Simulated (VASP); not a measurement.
# Au (Im-3m) in VASP: a series of runs

The runs below take Au through single point, with r2SCAN.

Program: VASP 6.6.1. These are calculated values, not measurements. Logs are shortened: lines on timing, memory, paths and dates and some standing lists are left out, and cuts for length are marked.

## (1) The cell of the first run

Symmetry: Im-3m, No. 229, cubic system. Conventional cell: a = 3.049 Å, b = 3.049 Å, c = 3.049 Å, α = 90.00°, β = 90.00°, γ = 90.00°. Au (site symmetry m-3m) has 14 Au at 2.64 to 3.05 Å within 3.5 Å.

This isn't the form of Au at room conditions, which is fcc.

## (2) Single point, r2SCAN (strain -0.080 along x and y, -0.080 along z)

POSCAR reads:

```
Au
1.0
   -1.5246874800      1.5246874800      1.5246874800
    1.5246874800     -1.5246874800      1.5246874800
    1.5246874800      1.5246874800     -1.5246874800
Au
1
Direct
    0.0000000000      0.0000000000      0.0000000000
```

INCAR.step1 reads:

```
PREC     = Accurate       # precision mode
ENCUT    = 520            # plane-wave cutoff, eV
ISMEAR   = 0              # smearing method
SIGMA    = 0.15           # smearing width, eV
LREAL    = F              # projectors in reciprocal space
LASPH    = T              # aspherical terms in the spheres
NELM     = 100            # most SCF steps
NBANDS   = 12             # bands
GGA      = PE             # functional
ALGO     = Normal         # electronic algorithm
EDIFF    = 1E-4           # SCF threshold, eV
LWAVE    = T              # write WAVECAR
LCHARG   = F              # write CHGCAR
```

INCAR.step2 reads:

```
PREC     = Accurate       # precision mode
ENCUT    = 520            # plane-wave cutoff, eV
EDIFF    = 1E-7           # SCF threshold, eV
ISMEAR   = 0              # smearing method
SIGMA    = 0.15           # smearing width, eV
LREAL    = F              # projectors in reciprocal space
LASPH    = T              # aspherical terms in the spheres
NELM     = 100            # most SCF steps
ALGO     = Normal         # electronic algorithm
ISIF     = 2              # what is computed and relaxed
LWAVE    = F              # write WAVECAR
LCHARG   = T              # write CHGCAR
METAGGA  = R2SCAN         # meta-GGA
LMIXTAU  = T            
LELF     = T              # ELF
LVHAR    = T            
NBANDS   = 12             # bands
ISTART   = 1
```

KPOINTS reads:

```
Automatic mesh
0
Gamma
  24 24 24
```

Potentials or basis: VASP PAW PBE potentials, release 64 (Au).

Launch:

```console
$ cat potpaw_PBE.64/Au/POTCAR > POTCAR
$ cp INCAR.step1 INCAR
$ mpirun -np 1 vasp_std > vasp.out
$ cp INCAR.step2 INCAR
$ mpirun -np 1 vasp_std > vasp.out
```

OUTCAR:

```text
PREC = Accurate
   ENCUT = 520
   EDIFF = 1E-7
   ISMEAR = 0
   LREAL = F
   LASPH = T
   NELM = 100
   ISIF = 2
   METAGGA = R2SCAN
   ISTART = 1

 ion  position               nearest neighbor table
   1  0.000  0.000  0.000-

  LATTYP: Found a body centered cubic cell.
 ALAT       =     3.0493749600

  Lattice vectors:

 A1 = (  -1.5246874800,   1.5246874800,   1.5246874800)
 A2 = (   1.5246874800,  -1.5246874800,   1.5246874800)
 A3 = (   1.5246874800,   1.5246874800,  -1.5246874800)

Analysis of symmetry for initial positions (statically):
=====================================================================
 Subroutine PRICEL returns:
 Original cell was already a primitive cell.

 Routine SETGRP: Setting up the symmetry group for a
 body centered cubic supercell.

 Subroutine GETGRP returns: Found 48 space group operations
 (whereof 48 operations were pure point group operations)
 out of a pool of 48 trial point group operations.

The static configuration has the point symmetry O_h .

Analysis of symmetry for dynamics (positions and initial velocities):
=====================================================================
 Subroutine PRICEL returns:
 Original cell was already a primitive cell.

 Routine SETGRP: Setting up the symmetry group for a
 body centered cubic supercell.

 Subroutine GETGRP returns: Found 48 space group operations
 (whereof 48 operations were pure point group operations)
 out of a pool of 48 trial point group operations.

The dynamic configuration has the point symmetry O_h .

 Subroutine INISYM returns: Found 48 space group operations
 (whereof 48 operations are pure point group operations),
 and found     1 'primitive' translations

----------------------------------------------------------------------------------------

                                     Primitive cell

  volume of cell :      14.1776

  direct lattice vectors                    reciprocal lattice vectors
    -1.524687480  1.524687480  1.524687480     0.000000000  0.327936057  0.327936057
     1.524687480 -1.524687480  1.524687480     0.327936057  0.000000000  0.327936057
     1.524687480  1.524687480 -1.524687480     0.327936057  0.327936057  0.000000000

  length of vectors
     2.640836181  2.640836181  2.640836181     0.463771619  0.463771619  0.463771619

  position of ions in fractional coordinates (direct lattice)
[... 82 lines left out ...]
   NFREE  =      0    steps in history (QN), initial steepest desc. (CG)
   ISIF   =      2    stress and relaxation
   ISYM   =      2    0-nonsym 1-usesym 2-fastsym
   POTIM  = 0.5000    time-step for ionic-motion
   TEBEG  =    0.0;   TEEND  =   0.0 temperature during run
   PSTRESS=    0.0 pullay stress
   NELECT =      11.0000    total number of electrons
   NUPDOWN=      -1.0000    fix difference up-down
   EMIN   =  10.00;   EMAX   =-10.00  energy-range for DOS
   EFERMI =   0.00;   METHOD = LEGACY
   ISMEAR =     0;   SIGMA  =   0.15  broadening in eV -4-tet -1-fermi 0-gaus
   EFERMI_NEDOS =   21; number of points for ismear=-14 and -15
   IALGO  =     38    algorithm
   IMIX   =      4    mixing-type and parameters
     AMIX     =   0.40;   BMIX     =  1.00
     AMIX_MAG =   1.60;   BMIX_MAG =  1.00
  volume/ion in A,a.u.               =      14.18        95.68
  Fermi-wavevector in a.u.,A,eV,Ry     =   1.504313  2.842739 30.789410  2.262958
  Thomas-Fermi vector in A             =   2.615309
   LORBIT       =      0    0 simple, 1 ext, 2 COOP (PROOUT), +10 PAW based schemes
   METAGGA = R2SCAN    functional components
   LHFCALC =     F    Hartree Fock is set to
   AEXX    =    0.0000 exact exchange contribution
   IVDW    =     0    specifies the selected vdW correction
   LEPSILON=     F    determine dielectric tensor
   LRPA    =     F    only Hartree local field effects (RPA)
 non-spin polarized calculation
 Gauss-broadening in eV      SIGMA  =   0.15
  energy-cutoff  :      520.00
  volume of cell :       14.18
 maximum number of plane-waves:       394
   NGX =  9   NGY =  9   NGZ =  9

 number of electron      11.0000001 magnetization

 Free energy of the ion-electron system (eV)
  ---------------------------------------------------
  ext. energy  EPLUGINS =         0.00000000
  ---------------------------------------------------
  free energy    TOTEN  =       -50.04802773 eV

  energy without entropy =      -50.04652435  energy(sigma->0) =      -50.04727604

 E-fermi :  12.7689     XC(G=0): -14.9716

 val. band max:       12.7082796926   @ k =  -0.4167   0.4167   0.1667
 cond. band min:      12.8076324283   @ k =  -0.3333   0.4583   0.0833
 fundamental gap:      0.0993527358
 Fermi energy:        12.7689362268

 k-point     1 :       0.0000    0.0000    0.0000
  band No.  band energies     occupation
      1       0.4354      2.00000
      2       6.3768      2.00000
      3       6.3768      2.00000
      4       6.3768      2.00000
      5       9.0330      2.00000
      6       9.0330      2.00000
      7      30.0112      0.00000
      8      30.0112      0.00000
      9      30.0112      0.00000
     10      41.1861      0.00000
     11      41.1861      0.00000
     12      41.8053      0.00000
[... 331 lines left out ...]
 k-point    24 :       0.4583    0.0417   -0.0000
  band No.  band energies     occupation
      1       3.2608      2.00000
      2       4.8643      2.00000
      3       8.8459      2.00000
      4       9.2304      2.00000
      5      10.6726      2.00000
      6      12.0418      2.00000
      7      17.8837      0.00000
      8      25.8400      0.00000
      9      28.6073      0.00000
     10      37.7484      0.00000
     11      38.5046      0.00000
     12      38.8676      0.00000

 [... further k-points ...]

------------------------ aborting loop because EDIFF is reached ----------------------------------------

  FORCE on cell =-STRESS in cart. coord.  units (eV):
  Direction    XX          YY          ZZ          XY          YZ          ZX
  --------------------------------------------------------------------------------------
  -------------------------------------------------------------------------------------
  Total        5.5276849      5.5276849      5.5276849     -0.0000000      0.0000000     -0.0000000
  in kB      624.6710374    624.6710374    624.6710374     -0.0000000      0.0000000     -0.0000000
  external PRESSURE =     624.6710374 kB  Pullay stress =       0.0000000 kB

 VOLUME and BASIS-vectors are now :
 -----------------------------------------------------------------------------
  energy-cutoff  :      520.00
  volume of cell :       14.18
      direct lattice vectors                 reciprocal lattice vectors
    -1.524687480  1.524687480  1.524687480     0.000000000  0.327936057  0.327936057
     1.524687480 -1.524687480  1.524687480     0.327936057  0.000000000  0.327936057
     1.524687480  1.524687480 -1.524687480     0.327936057  0.327936057  0.000000000

 POSITION                                       TOTAL-FORCE (eV/Angst)
 -----------------------------------------------------------------------------------
      0.00000      0.00000      0.00000        -0.000000      0.000000      0.000000
 -----------------------------------------------------------------------------------
    total drift:                                0.000000     -0.000000      0.000000

  FREE ENERGIE OF THE ION-ELECTRON SYSTEM (eV)
  ---------------------------------------------------
  free  energy   TOTEN  =       -50.0480277346 eV

  energy  without entropy=      -50.0465243520  energy(sigma->0) =      -50.04727604
```

OUTCAR.step1:

```text
PREC = Accurate
   ENCUT = 520
   ISMEAR = 0
   LREAL = F
   LASPH = T
[... 575 lines left out ...]

 POSITION                                       TOTAL-FORCE (eV/Angst)
 -----------------------------------------------------------------------------------
      0.00000      0.00000      0.00000        -0.000000      0.000000      0.000000
 -----------------------------------------------------------------------------------
    total drift:                                0.000000     -0.000000      0.000000

  FREE ENERGIE OF THE ION-ELECTRON SYSTEM (eV)
  ---------------------------------------------------
  free  energy   TOTEN  =        -2.5985947296 eV

  energy  without entropy=       -2.5969988244  energy(sigma->0) =       -2.59779678
```

OSZICAR.step1:

```text
N       E                     dE             d eps       ncg     rms          rms(c)
DAV:   1     0.521378369847E+02    0.52138E+02   -0.56868E+03 10240   0.835E+02
DAV:   2    -0.214478255762E+01   -0.54283E+02   -0.51638E+02 11876   0.198E+02
DAV:   3    -0.286466410084E+01   -0.71988E+00   -0.71929E+00 11800   0.216E+01
DAV:   4    -0.286681201567E+01   -0.21479E-02   -0.21478E-02 11656   0.136E+00
DAV:   5    -0.286682462666E+01   -0.12611E-04   -0.12610E-04 11760   0.970E-02    0.162E+01
DAV:   6    -0.263811427857E+01    0.22871E+00   -0.44941E-01 11308   0.572E+00    0.970E+00
DAV:   7    -0.260215002874E+01    0.35964E-01   -0.11675E-01 11628   0.290E+00    0.286E+00
DAV:   8    -0.259859877680E+01    0.35513E-02   -0.70136E-03 10804   0.760E-01    0.269E-01
DAV:   9    -0.259859472964E+01    0.40472E-05   -0.18916E-05  7612   0.445E-02
   1 F= -.25985947E+01 E0= -.25977968E+01  d E =-.159591E-02
```

It took 3.5 min on 1 thread of Intel Xeon Platinum 8259CL at 2.50GHz (Skylake/Cascade Lake), shared host; peak memory 0.18 GiB.

What came out:

```yaml
Free_energy: -50.0480 eV
Pressure: 62.5 GPa
Band_gap_on_the_k_mesh: zero (an odd number of electrons rules out a gap without spin polarisation)
```

Levels at points of the mesh, in eV from the Fermi level:
| k point | band 4 | band 5 | band 6 | band 7 | band 8 | band 9 |
| --- | --- | --- | --- | --- | --- | --- |
| (0.00, 0.00, 0.00) | -6.39 | -3.74 | -3.74 | 17.24 | 17.24 | 17.24 |
| (0.50, 0.00, 0.00) | -3.42 | -1.45 | -1.40 | 4.99 | 13.02 | 15.99 |
| (0.50, 0.50, 0.50) | -2.01 | -2.01 | 6.85 | 6.85 | 6.85 | 12.72 |

Caveat: the cell differs from its parent crystal (strain -0.080 along x and y, -0.080 along z); the cell stands under pressure; the PAW data sets were made with another functional, which shifts forces and pressure a little; spin-orbit coupling is left out, which moves the levels of the heavy elements.

[end of part 1 of 2]
